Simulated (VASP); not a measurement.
Wanted: the native input for a VASP 6.6.1 run.

```
Task                   : single point
Functional             : PBE
Potentials or basis    : VASP PAW PBE potentials, release 64 (As)
Cutoff                 : 520 eV
k mesh                 : 11 × 11 × 11
Occupations            : fermi-dirac, width 0.03 eV
Spin                   : no spin polarisation
Dipole correction      : no
Further INCAR settings : ALGO = Normal; EDIFF = 1e-06; NBANDS = 12
```

The structure of As lies in POSCAR:

```
As
1.0
    1.8797494575      1.0852738553      3.4857700000
   -1.8797494575      1.0852738553      3.4857700000
    0.0000000000     -2.1705477106      3.4857700000
As
2
Direct
    0.2275400000      0.2275400000      0.2275400000
    0.7724600000      0.7724600000      0.7724600000
```

One way to write it, as run:

INCAR

```
ALGO     = Normal         # electronic algorithm
EDIFF    = 1E-6           # SCF threshold, eV
ENCUT    = 520            # plane-wave cutoff, eV
GGA      = PE             # functional
ISIF     = 2              # what is computed and relaxed
ISMEAR   = -1             # smearing method
LASPH    = T              # aspherical terms in the spheres
LCHARG   = F              # write CHGCAR
LREAL    = F              # projectors in reciprocal space
LWAVE    = F              # write WAVECAR
NBANDS   = 12             # bands
NELM     = 60             # most SCF steps
PREC     = Accurate       # precision mode
SIGMA    = 0.03           # smearing width, eV
```

KPOINTS

```
k-points
0
Gamma
  11 11 11
```

Potentials or basis: VASP PAW PBE potentials, release 64 (As).

The run is started by

```console
$ cat potpaw_PBE.64/As/POTCAR > POTCAR
$ mpirun -np 1 vasp_std > vasp.out
```

It gave:

- Pressure: 3.9 GPa
- Largest force: 0.278 eV/Å
- Band gap on the k mesh: zero (band 5 reaches 5.83 eV, above the bottom of band 6 at 5.47 eV)

Wall time 49 s on 1 thread of Intel(R) Xeon(R) Platinum 8488C (Sapphire Rapids), on a shared host, peak memory 0.21 GiB.
